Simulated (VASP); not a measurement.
Set up this calculation in VASP 6.6.1, as the native input.

| Quantity | Value |
| --- | --- |
| Task | single point |
| Functional | PBE |
| Potentials or basis | VASP PAW PBE potentials, release 64 (In_d, As) |
| Cutoff | 520 eV |
| k mesh | 5 × 5 × 5 |
| Occupations | fermi-dirac, width 0.05 eV |
| Spin | no spin polarisation |
| Dipole correction | no |
| Further INCAR settings | ALGO = Normal; EDIFF = 1e-07; NBANDS = 30 |

The structure of In3As lies in POSCAR:

```
In3As
1.0
    4.4848137600      0.0000000000      0.0000000000
    0.0000000000      4.4848137600      0.0000000000
    0.0000000000      0.0000000000      4.6716810000
In As
3 1
Direct
    0.5000000000      0.5000000000      0.0000000000
    0.5000000000      0.0000000000      0.5000000000
    0.0000000000      0.5000000000      0.5000000000
    0.0000000000      0.0000000000      0.0000000000
```

One way to write it, as run:

INCAR

```
SYSTEM = In3As
PREC = Accurate
ENCUT = 520
EDIFF = 1E-7
ISMEAR = -1
SIGMA = 0.05
LREAL = .FALSE.
LASPH = .TRUE.
NELM = 80
ALGO = Normal
ISIF = 2
LWAVE = .FALSE.
LCHARG = .FALSE.
GGA = PE
NBANDS = 30
```

KPOINTS

```
Automatic mesh
0
G
  5 5 5
  0 0 0
```

Potentials or basis: VASP PAW PBE potentials, release 64 (In_d, As).

The run is started by

```bash
$ cat potpaw_PBE.64/In_d/POTCAR potpaw_PBE.64/As/POTCAR > POTCAR
$ mpirun -np 1 vasp_std > vasp.out
```

Results of the run:

| Property | Result |
| --- | --- |
| Pressure | 5.0 GPa |
| Band gap on the k mesh | zero (bands 22 and 23 overlap by 2.55 eV) |

Caveat: the cell stands under pressure; spin-orbit coupling is left out, which moves the levels of the heavy elements.

Wall time 100 s on 1 thread of Intel Xeon 8259CL, with other jobs on the host, peak memory 0.22 GiB.
